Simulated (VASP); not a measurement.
CsH: electric field gradients with r2SCAN

CsH:

```
CELL_PARAMETERS angstrom
0.00000 3.22285 3.22285
3.22285 0.00000 3.22285
3.22285 3.22285 0.00000
ATOMIC_POSITIONS crystal
Cs 0.00000 0.00000 0.00000
H 0.50000 0.50000 0.50000
```

This cell differs from its parent crystal: volume scaled by 1.03.

| Item | Value |
| --- | --- |
| Program | VASP 6.6.1 |
| Task | electric field gradients |
| Functional | r2SCAN |
| Potentials or basis | VASP PAW PBE potentials, release 64 (Cs_sv, H) |
| Cutoff | 520 eV |
| k mesh | 7 × 7 × 7 |
| Occupations | fermi-dirac, width 0.02 eV |
| Spin | no spin polarisation |
| Dipole correction | no |
| Further INCAR settings | ALGO = Normal; EDIFF = 1e-08; NBANDS = 12 |

* Pressure: -0.3 GPa
* Band gap on the k mesh: 2.93 eV, direct

Levels at points of the mesh, in eV from the valence-band top:
```tsv
k point	band 1	band 2	band 3	band 4	band 5	band 6	band 7	band 8	band 9	band 10
(0.00, 0.00, 0.00)	-21.97	-8.09	-8.09	-8.09	-1.49	5.79	5.79	5.79	6.31	7.64
```

Wall time 2.1 min on 1 thread of Intel Xeon 8259CL, on a shared host, peak memory 0.22 GiB.

Caveat: without QUAD_EFG the Cq values of the log hold for a quadrupole moment of 1 mb, not for the nuclei; the PAW data sets were made with another functional, which shifts forces and pressure a little; spin-orbit coupling is left out, which moves the levels of the heavy elements. A k mesh can miss the band edges.
